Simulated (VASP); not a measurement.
# KI (Pm-3m) in VASP: notebook

Aim: see how the results for KI move with the level of theory and the settings. Levels: LDA, PBE, r2SCAN, HSE06. Tasks: single point.

All numbers are computed with VASP 6.6.1; they aren't measurements. Logs are shortened: lines on timing, memory, paths and dates and some standing lists are left out, and cuts for length are marked.

**1. The cell of the first run**

It takes space group Pm-3m (No. 221, cubic). The conventional cell has a = 4.291 Å, b = 4.291 Å, c = 4.291 Å, α = 90.00°, β = 90.00°, γ = 90.00°. K (site symmetry m-3m) has 8 I at 3.72 Å and 6 K at 4.29 Å within 4.9 Å. I (site symmetry m-3m) has 8 K at 3.72 Å and 6 I at 4.29 Å within 4.9 Å.

**2. Single point, LDA**

INCAR reads:

```
SYSTEM = KI
PREC = Accurate ; ENCUT = 520
EDIFF = 1E-6 ; ISMEAR = 0
SIGMA = 0.01 ; LREAL = .FALSE.
LASPH = .TRUE. ; NELM = 80
ALGO = Normal ; ISIF = 2
LWAVE = .FALSE. ; LCHARG = .FALSE.
NBANDS = 15
```

KPOINTS reads:

```
regular mesh
0
G
  4 4 4
  0 0 0
```

POSCAR reads:

```
KI
1.0
    4.2910852121      0.0000000000      0.0000000000
    0.0000000000      4.2910852121      0.0000000000
    0.0000000000      0.0000000000      4.2910852121
K I
1 1
Direct
    0.0000000000      0.0000000000      0.0000000000
    0.5000000000      0.5000000000      0.5000000000
```

Potentials or basis: VASP PAW LDA potentials, release 64 (K_sv, I).

Launch:

```
cat potpaw_LDA.64/K_sv/POTCAR potpaw_LDA.64/I/POTCAR > POTCAR
mpirun -np 1 vasp_std > vasp.out
```

OUTCAR:

```text
SYSTEM = KI
   PREC = Accurate
   ENCUT = 520
   EDIFF = 1E-6
   ISMEAR = 0
   LREAL = .FALSE.
   LASPH = .TRUE.
   NELM = 80
   ISIF = 2

 ion  position               nearest neighbor table
   1  0.000  0.000  0.000-
   2  0.500  0.500  0.500-

  LATTYP: Found a simple cubic cell.
 ALAT       =     4.2910852121

  Lattice vectors:

 A1 = (   4.2910852121,   0.0000000000,   0.0000000000)
 A2 = (   0.0000000000,   4.2910852121,   0.0000000000)
 A3 = (   0.0000000000,   0.0000000000,   4.2910852121)

Analysis of symmetry for initial positions (statically):
=====================================================================
 Subroutine PRICEL returns:
 Original cell was already a primitive cell.

 Routine SETGRP: Setting up the symmetry group for a
 simple cubic supercell.

 Subroutine GETGRP returns: Found 48 space group operations
 (whereof 48 operations were pure point group operations)
 out of a pool of 48 trial point group operations.

The static configuration has the point symmetry O_h .

Analysis of symmetry for dynamics (positions and initial velocities):
=====================================================================
 Subroutine PRICEL returns:
 Original cell was already a primitive cell.

 Routine SETGRP: Setting up the symmetry group for a
 simple cubic supercell.

 Subroutine GETGRP returns: Found 48 space group operations
 (whereof 48 operations were pure point group operations)
 out of a pool of 48 trial point group operations.

The dynamic configuration has the point symmetry O_h .

 Subroutine INISYM returns: Found 48 space group operations
 (whereof 48 operations are pure point group operations),
 and found     1 'primitive' translations

----------------------------------------------------------------------------------------

                                     Primitive cell

  volume of cell :      79.0135

  direct lattice vectors                    reciprocal lattice vectors
     4.291085212  0.000000000  0.000000000     0.233041282  0.000000000  0.000000000
     0.000000000  4.291085212  0.000000000     0.000000000  0.233041282  0.000000000
     0.000000000  0.000000000  4.291085212     0.000000000  0.000000000  0.233041282

  length of vectors
     4.291085212  4.291085212  4.291085212     0.233041282  0.233041282  0.233041282

[... 72 lines left out ...]
   ISYM   =      2    0-nonsym 1-usesym 2-fastsym
   POTIM  = 0.5000    time-step for ionic-motion
   TEBEG  =    0.0;   TEEND  =   0.0 temperature during run
   PSTRESS=    0.0 pullay stress
   NELECT =      16.0000    total number of electrons
   NUPDOWN=      -1.0000    fix difference up-down
   EMIN   =  10.00;   EMAX   =-10.00  energy-range for DOS
   EFERMI =   0.00;   METHOD = LEGACY
   ISMEAR =     0;   SIGMA  =   0.01  broadening in eV -4-tet -1-fermi 0-gaus
   EFERMI_NEDOS =   21; number of points for ismear=-14 and -15
   IALGO  =     38    algorithm
   IMIX   =      4    mixing-type and parameters
     AMIX     =   0.40;   BMIX     =  1.00
     AMIX_MAG =   1.60;   BMIX_MAG =  1.00
  volume/ion in A,a.u.               =      39.51       266.60
  Fermi-wavevector in a.u.,A,eV,Ry     =   0.961349  1.816686 12.574391  0.924192
  Thomas-Fermi vector in A             =   2.090713
   LORBIT       =      0    0 simple, 1 ext, 2 COOP (PROOUT), +10 PAW based schemes
   GGA     = CA    functional components
   LHFCALC =     F    Hartree Fock is set to
   AEXX    =    0.0000 exact exchange contribution
   IVDW    =     0    specifies the selected vdW correction
   LEPSILON=     F    determine dielectric tensor
   LRPA    =     F    only Hartree local field effects (RPA)
 non-spin polarized calculation
 Gauss-broadening in eV      SIGMA  =   0.01
  energy-cutoff  :      520.00
  volume of cell :       79.01
 maximum number of plane-waves:      2176
 NGX is ok and might be reduce to    32
   NGX = 15   NGY = 15   NGZ = 15

 number of electron      16.0000003 magnetization

 Free energy of the ion-electron system (eV)
  ---------------------------------------------------
  ext. energy  EPLUGINS =         0.00000000
  ---------------------------------------------------
  free energy    TOTEN  =        -6.04071830 eV

  energy without entropy =       -6.04071830  energy(sigma->0) =       -6.04071830

 E-fermi :   0.8033     XC(G=0):  -8.1281

 val. band max:        0.6860747897   @ k =   0.5000   0.5000   0.0000
 cond. band min:       3.6760320731   @ k =   0.0000   0.0000   0.0000
 fundamental gap:      2.9899572834
 Fermi energy:         0.8033012018

 k-point     1 :       0.0000    0.0000    0.0000
  band No.  band energies     occupation
      1     -28.3213      2.00000
      2     -12.0085      2.00000
      3     -12.0085      2.00000
      4     -12.0085      2.00000
      5     -10.5399      2.00000
      6       0.3151      2.00000
      7       0.3151      2.00000
      8       0.3151      2.00000
      9       3.6760      0.00000
     10       5.2241      0.00000
     11       5.2241      0.00000
     12       8.9204      0.00000
     13       8.9204      0.00000
     14       8.9204      0.00000
[... 149 lines left out ...]
      2     -12.0785      2.00000
      3     -12.0785      2.00000
      4     -12.0785      2.00000
      5     -10.0175      2.00000
      6      -1.0118      2.00000
      7      -1.0118      2.00000
      8      -1.0118      2.00000
      9       6.0872      0.00000
     10       6.0872      0.00000
     11       6.0872      0.00000
     12       9.3451      0.00000
     13       9.3451      0.00000
     14       9.3451      0.00000
     15       9.5073      0.00000

------------------------ aborting loop because EDIFF is reached ----------------------------------------

  FORCE on cell =-STRESS in cart. coord.  units (eV):
  Direction    XX          YY          ZZ          XY          YZ          ZX
  --------------------------------------------------------------------------------------
  -------------------------------------------------------------------------------------
  Total       -0.7973487     -0.7973487     -0.7973487     -0.0000000      0.0000000      0.0000000
  in kB      -16.1680439    -16.1680439    -16.1680439     -0.0000000      0.0000000      0.0000000
  external PRESSURE =     -16.1680439 kB  Pullay stress =       0.0000000 kB

 VOLUME and BASIS-vectors are now :
 -----------------------------------------------------------------------------
  energy-cutoff  :      520.00
  volume of cell :       79.01
      direct lattice vectors                 reciprocal lattice vectors
     4.291085212  0.000000000  0.000000000     0.233041282  0.000000000  0.000000000
     0.000000000  4.291085212  0.000000000     0.000000000  0.233041282  0.000000000
     0.000000000  0.000000000  4.291085212     0.000000000  0.000000000  0.233041282

 POSITION                                       TOTAL-FORCE (eV/Angst)
 -----------------------------------------------------------------------------------
      0.00000      0.00000      0.00000         0.000000      0.000000      0.000000
      2.14554      2.14554      2.14554         0.000000      0.000000      0.000000
 -----------------------------------------------------------------------------------
    total drift:                                0.000000      0.000000     -0.000000

  FREE ENERGIE OF THE ION-ELECTRON SYSTEM (eV)
  ---------------------------------------------------
  free  energy   TOTEN  =        -6.0407183001 eV

  energy  without entropy=       -6.0407183001  energy(sigma->0) =       -6.04071830
```

OSZICAR:

```text
N       E                     dE             d eps       ncg     rms          rms(c)
DAV:   1     0.949902994241E+02    0.94990E+02   -0.64204E+03   300   0.907E+02
DAV:   2    -0.167823033094E+00   -0.95158E+02   -0.88001E+02   377   0.233E+02
DAV:   3    -0.589834361226E+01   -0.57305E+01   -0.56988E+01   434   0.474E+01
DAV:   4    -0.616121327521E+01   -0.26287E+00   -0.26279E+00   451   0.945E+00
DAV:   5    -0.616360651851E+01   -0.23932E-02   -0.23932E-02   441   0.103E+00    0.282E+00
DAV:   6    -0.606776056770E+01    0.95846E-01   -0.58797E-02   370   0.186E+00    0.203E+00
DAV:   7    -0.604125387031E+01    0.26507E-01   -0.67234E-02   371   0.160E+00    0.811E-01
DAV:   8    -0.604084365280E+01    0.41022E-03   -0.13475E-02   377   0.858E-01    0.252E-01
DAV:   9    -0.604071977395E+01    0.12388E-03   -0.67215E-04   419   0.181E-01    0.897E-02
DAV:  10    -0.604072338145E+01   -0.36075E-05   -0.11193E-04   389   0.666E-02    0.513E-02
DAV:  11    -0.604071814987E+01    0.52316E-05   -0.16449E-05   398   0.219E-02    0.113E-02
DAV:  12    -0.604071830012E+01   -0.15025E-06   -0.11731E-06   360   0.574E-03
   1 F= -.60407183E+01 E0= -.60407183E+01  d E =-.551418E-63
```

Run time: 7.4 s. Hardware: 1 thread of Intel Xeon Platinum 8375C at 2.90GHz (Ice Lake), shared host; peak memory 0.15 GiB.

Results:

| Property | Result |
| --- | --- |
| Free energy | -6.0407 eV |
| Pressure | -1.6 GPa |
| Band gap on the k mesh | 2.99 eV, indirect (least direct gap 3.36 eV) |

Caveat: spin-orbit coupling is left out, which moves the levels of the heavy elements.

(Part 1 of 3 ends here.)
